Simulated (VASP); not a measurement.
# SiC (rocksalt type) (Fm-3m) in VASP: a series of runs

SiC (rocksalt type) is run at these levels: PBE; tasks: single point.

Program: VASP 6.6.1. These are calculated values, not measurements. Logs are shortened: lines on timing, memory, paths and dates and some standing lists are left out, and cuts for length are marked.

### Step 1. The cell of the first run

Symmetry: Fm-3m, No. 225, cubic system. The conventional cell has a = 4.059 Å, b = 4.059 Å, c = 4.059 Å, α = 90.00°, β = 90.00°, γ = 90.00°. Si (site symmetry m-3m) has 6 C at 2.03 Å within 2.7 Å. Within 2.7 Å of C (site symmetry m-3m) lie 6 Si at 2.03 Å.

### Step 2. Single point, PBE

Input file INCAR:

```
PREC = Accurate
ENCUT = 520
EDIFF = 1E-7
ISMEAR = -1
SIGMA = 0.05
LREAL = False
LASPH = True
NELM = 60
ALGO = Normal
ISIF = 2
LWAVE = False
LCHARG = False
GGA = PE
NBANDS = 11
```

Input file KPOINTS:

```
Automatic mesh
0
Gamma
  13 13 13
```

Input file POSCAR:

```
SiC
1.0
    0.0000000000      2.0296686305      2.0296686305
    2.0296686305      0.0000000000      2.0296686305
    2.0296686305      2.0296686305      0.0000000000
Si C
1 1
Direct
    0.0000000000      0.0000000000      0.0000000000
    0.5000000000      0.5000000000      0.5000000000
```

Potentials or basis: VASP PAW PBE potentials, release 64 (Si, C).

Run with:

```bash
cat potpaw_PBE.64/Si/POTCAR potpaw_PBE.64/C/POTCAR > POTCAR
mpirun -np 1 vasp_std > vasp.out
```

OUTCAR:

```text
PREC = Accurate
   ENCUT = 520
   EDIFF = 1E-7
   ISMEAR = -1
   LREAL = False
   LASPH = True
   NELM = 60
   ISIF = 2
   GGA = PE

 ion  position               nearest neighbor table
   1  0.000  0.000  0.000-   2 2.03   2 2.03   2 2.03   2 2.03   2 2.03   2 2.03
   2  0.500  0.500  0.500-   1 2.03   1 2.03   1 2.03   1 2.03   1 2.03   1 2.03

  LATTYP: Found a face centered cubic cell.
 ALAT       =     4.0593372610

  Lattice vectors:

 A1 = (   0.0000000000,   2.0296686305,   2.0296686305)
 A2 = (   2.0296686305,   0.0000000000,   2.0296686305)
 A3 = (   2.0296686305,   2.0296686305,   0.0000000000)

Analysis of symmetry for initial positions (statically):
=====================================================================
 Subroutine PRICEL returns:
 Original cell was already a primitive cell.

 Routine SETGRP: Setting up the symmetry group for a
 face centered cubic supercell.

 Subroutine GETGRP returns: Found 48 space group operations
 (whereof 48 operations were pure point group operations)
 out of a pool of 48 trial point group operations.

The static configuration has the point symmetry O_h .

Analysis of symmetry for dynamics (positions and initial velocities):
=====================================================================
 Subroutine PRICEL returns:
 Original cell was already a primitive cell.

 Routine SETGRP: Setting up the symmetry group for a
 face centered cubic supercell.

 Subroutine GETGRP returns: Found 48 space group operations
 (whereof 48 operations were pure point group operations)
 out of a pool of 48 trial point group operations.

The dynamic configuration has the point symmetry O_h .

 Subroutine INISYM returns: Found 48 space group operations
 (whereof 48 operations are pure point group operations),
 and found     1 'primitive' translations

----------------------------------------------------------------------------------------

                                     Primitive cell

  volume of cell :      16.7227

  direct lattice vectors                    reciprocal lattice vectors
     0.000000000  2.029668630  2.029668630    -0.246345631  0.246345631  0.246345631
     2.029668630  0.000000000  2.029668630     0.246345631 -0.246345631  0.246345631
     2.029668630  2.029668630  0.000000000     0.246345631  0.246345631 -0.246345631
[... 88 lines left out ...]
   IBRION =     -1    ionic relax: 0-MD 1-quasi-New 2-CG
   NFREE  =      0    steps in history (QN), initial steepest desc. (CG)
   ISIF   =      2    stress and relaxation
   ISYM   =      2    0-nonsym 1-usesym 2-fastsym
   POTIM  = 0.5000    time-step for ionic-motion
   TEBEG  =    0.0;   TEEND  =   0.0 temperature during run
   PSTRESS=    0.0 pullay stress
   NELECT =       8.0000    total number of electrons
   NUPDOWN=      -1.0000    fix difference up-down
   EMIN   =  10.00;   EMAX   =-10.00  energy-range for DOS
   EFERMI =   0.00;   METHOD = LEGACY
   ISMEAR =    -1;   SIGMA  =   0.05  broadening in eV -4-tet -1-fermi 0-gaus
   EFERMI_NEDOS =   21; number of points for ismear=-14 and -15
   IALGO  =     38    algorithm
   IMIX   =      4    mixing-type and parameters
     AMIX     =   0.40;   BMIX     =  1.00
     AMIX_MAG =   1.60;   BMIX_MAG =  1.00
  volume/ion in A,a.u.               =       8.36        56.43
  Fermi-wavevector in a.u.,A,eV,Ry     =   1.280373  2.419553 22.304764  1.639354
  Thomas-Fermi vector in A             =   2.412804
   LORBIT       =      0    0 simple, 1 ext, 2 COOP (PROOUT), +10 PAW based schemes
   GGA     = PE    functional components
   LHFCALC =     F    Hartree Fock is set to
   AEXX    =    0.0000 exact exchange contribution
   IVDW    =     0    specifies the selected vdW correction
   LEPSILON=     F    determine dielectric tensor
   LRPA    =     F    only Hartree local field effects (RPA)
 non-spin polarized calculation
  energy-cutoff  :      520.00
  volume of cell :       16.72
 maximum number of plane-waves:       465
 NGX is ok and might be reduce to    24
   NGX = 11   NGY = 11   NGZ = 11

 number of electron       8.0000000 magnetization

 Free energy of the ion-electron system (eV)
  ---------------------------------------------------
  ext. energy  EPLUGINS =         0.00000000
  ---------------------------------------------------
  free energy    TOTEN  =       -13.57796043 eV

  energy without entropy =      -13.57575558  energy(sigma->0) =      -13.57685800

 E-fermi :  12.2180     XC(G=0): -12.6621

 val. band max:       12.1874210546   @ k =   0.0769   0.0000   0.0000
 cond. band min:      12.2403935475   @ k =  -0.1538   0.1538   0.0000
 fundamental gap:      0.0529724929
 Fermi energy:        12.2179812435

 k-point     1 :       0.0000    0.0000    0.0000
  band No.  band energies     occupation
      1      -6.0988      2.00000
      2      12.2753      0.48194
      3      12.2753      0.48194
      4      12.2753      0.48194
      5      19.6065      0.00000
      6      21.2208      0.00000
      7      21.2208      0.00000
      8      21.2208      0.00000
      9      24.8941      0.00000
     10      24.8941      0.00000
     11      24.8941      0.00000
[... 309 lines left out ...]
 k-point    24 :       0.4615    0.1538    0.0000
  band No.  band energies     occupation
      1      -1.7019      2.00000
      2       2.7947      2.00000
      3       9.3596      2.00000
      4      10.0661      2.00000
      5      15.4416      0.00000
      6      19.8527      0.00000
      7      20.0527      0.00000
      8      23.8504      0.00000
      9      24.7075      0.00000
     10      28.8807      0.00000
     11      30.7767      0.00000

 [... further k-points ...]

------------------------ aborting loop because EDIFF is reached ----------------------------------------

  FORCE on cell =-STRESS in cart. coord.  units (eV):
  Direction    XX          YY          ZZ          XY          YZ          ZX
  --------------------------------------------------------------------------------------
  -------------------------------------------------------------------------------------
  Total        0.0180310      0.0180310      0.0180310      0.0000000      0.0000000      0.0000000
  in kB        1.7275245      1.7275245      1.7275245      0.0000000      0.0000000      0.0000000
  external PRESSURE =       1.7275245 kB  Pullay stress =       0.0000000 kB

 VOLUME and BASIS-vectors are now :
 -----------------------------------------------------------------------------
  energy-cutoff  :      520.00
  volume of cell :       16.72
      direct lattice vectors                 reciprocal lattice vectors
     0.000000000  2.029668630  2.029668630    -0.246345631  0.246345631  0.246345631
     2.029668630  0.000000000  2.029668630     0.246345631 -0.246345631  0.246345631
     2.029668630  2.029668630  0.000000000     0.246345631  0.246345631 -0.246345631

 POSITION                                       TOTAL-FORCE (eV/Angst)
 -----------------------------------------------------------------------------------
      0.00000      0.00000      0.00000         0.000000      0.000000     -0.000000
      2.02967      2.02967      2.02967        -0.000000     -0.000000      0.000000
 -----------------------------------------------------------------------------------
    total drift:                               -0.000000     -0.000000      0.000000

  FREE ENERGIE OF THE ION-ELECTRON SYSTEM (eV)
  ---------------------------------------------------
  free  energy   TOTEN  =       -13.5779604270 eV

  energy  without entropy=      -13.5757555823  energy(sigma->0) =      -13.57685800
```

OSZICAR:

```text
N       E                     dE             d eps       ncg     rms          rms(c)
DAV:   1     0.313881682176E+01    0.31388E+01   -0.41611E+03  1960   0.625E+02
DAV:   2    -0.144881715496E+02   -0.17627E+02   -0.16633E+02  2341   0.107E+02
DAV:   3    -0.149716542712E+02   -0.48348E+00   -0.48199E+00  2237   0.138E+01
DAV:   4    -0.149727214462E+02   -0.10672E-02   -0.10671E-02  2066   0.792E-01
DAV:   5    -0.149727239548E+02   -0.25086E-05   -0.25077E-05  2165   0.360E-02    0.812E+00
DAV:   6    -0.135948943257E+02    0.13778E+01   -0.47875E+00  1953   0.992E+00    0.342E+00
DAV:   7    -0.135776088693E+02    0.17285E-01   -0.30898E-01  2145   0.324E+00    0.143E+00
DAV:   8    -0.135778145260E+02   -0.20566E-03   -0.83186E-03  1932   0.587E-01    0.333E-01
DAV:   9    -0.135779375088E+02   -0.12298E-03   -0.13546E-03  2114   0.224E-01    0.122E-01
DAV:  10    -0.135779621252E+02   -0.24616E-04   -0.62051E-05  2053   0.565E-02    0.214E-02
DAV:  11    -0.135779606433E+02    0.14819E-05   -0.16607E-05  2057   0.204E-02    0.164E-03
DAV:  12    -0.135779604716E+02    0.17169E-06   -0.50056E-07  2048   0.530E-03    0.112E-03
DAV:  13    -0.135779604270E+02    0.44680E-07   -0.61679E-09  1041   0.553E-04
   1 F= -.13577960E+02 E0= -.13576858E+02  d E =-.220484E-02
```

Run time: 34 s. Hardware: 1 thread of AMD EPYC 7R13, shared host; peak memory 0.11 GiB.

What came out:

```yaml
Free_energy: -13.5780 eV
Pressure: 0.2 GPa
Band_gap_on_the_k_mesh: zero (band 4 reaches 12.35 eV, above the bottom of band 5 at 11.36 eV)
```

### Step 3. Single point, PBE (volume scaled by 0.96)

Input file INCAR:

```
SYSTEM = SiC
PREC = Accurate ; ENCUT = 520
EDIFF = 1E-6 ; ISMEAR = -1
SIGMA = 0.05 ; LREAL = .False.
LASPH = .True. ; NELM = 60
ALGO = Normal ; ISIF = 2
LWAVE = .False. ; LCHARG = .False.
GGA = PE ; NBANDS = 11
```

Input file KPOINTS:

```
Automatic mesh
0
Gamma
  13 13 13
  0 0 0
```

Input file POSCAR:

```
SiC
1.0
    0.0000000000      2.0022373133      2.0022373133
    2.0022373133      0.0000000000      2.0022373133
    2.0022373133      2.0022373133      0.0000000000
Si C
1 1
Direct
    0.0000000000      0.0000000000      0.0000000000
    0.5000000000      0.5000000000      0.5000000000
```

Potentials or basis: VASP PAW PBE potentials, release 64 (Si, C).

Run with:

```bash
cat potpaw_PBE.64/Si/POTCAR potpaw_PBE.64/C/POTCAR > POTCAR
mpirun -np 1 vasp_std > vasp.out
```

Run time: 35 s. Hardware: 1 thread of AMD EPYC 7R13, shared host; peak memory 0.11 GiB.

It converged, with:

* Free energy: -13.5556 eV
* Pressure: 10.7 GPa
* Band gap on the k mesh: zero (band 4 reaches 12.98 eV, above the bottom of band 5 at 12.27 eV)

Levels at points of the mesh, in eV from the Fermi level:
```tsv
k point	band 1	band 2	band 3	band 4	band 5	band 6	band 7	band 8	band 9
(0.00, 0.00, 0.00)	-18.85	0.01	0.01	0.01	8.08	8.96	8.96	8.96	13.14
```
